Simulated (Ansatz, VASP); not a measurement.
# HgGeSe3: VASP beside Ansatz

```
Ge Hg Se
1.0
     4.75000    0.00000    0.00000
     0.00000    4.75000    0.00000
     0.00000    0.00000    6.24791
Ge Hg Se
1 1 3
Direct
  0.00000 0.00000 0.13839
  0.50000 0.50000 0.60322
  0.50000 0.50000 0.00998
  0.00000 0.50000 0.35421
  0.50000 0.00000 0.35421
```

Alike in both runs: functional PBE; k mesh 4 × 4 × 4; occupations gaussian, width 0.1 eV; no spin polarisation.

Ansatz relaxed the structure, and its values are those at the end. VASP's run is a single point on that final structure, the one shown.

|  | VASP | Ansatz |
| --- | --- | --- |
| version | VASP 6.6.1 | Ansatz 0.2.0 |
| potentials or method | VASP PAW PBE potentials, release 64 (Ge_d, Hg, Se), cutoff 520 eV | scalar-relativistic, plane waves, PAW |
| valence electrons in the cell | 44 | 82 |

```csv
,VASP,Ansatz,Ansatz less VASP
gap on the k mesh at the Fermi level (eV),none,none,-
pressure (GPa),0.1,0.0,-0.13
rms of the force components (eV/Å),0.023,0.008,-0.0144
```

A gap of «none» marks a metal or a gap that the smearing closes. The functional is the same, so the differences come from potentials, cutoffs and numerics. VASP's potentials hold 44 valence electrons a cell and Ansatz's 82, so a difference there can come from the potentials and not from the codes.

Neither program's run includes spin-orbit coupling.
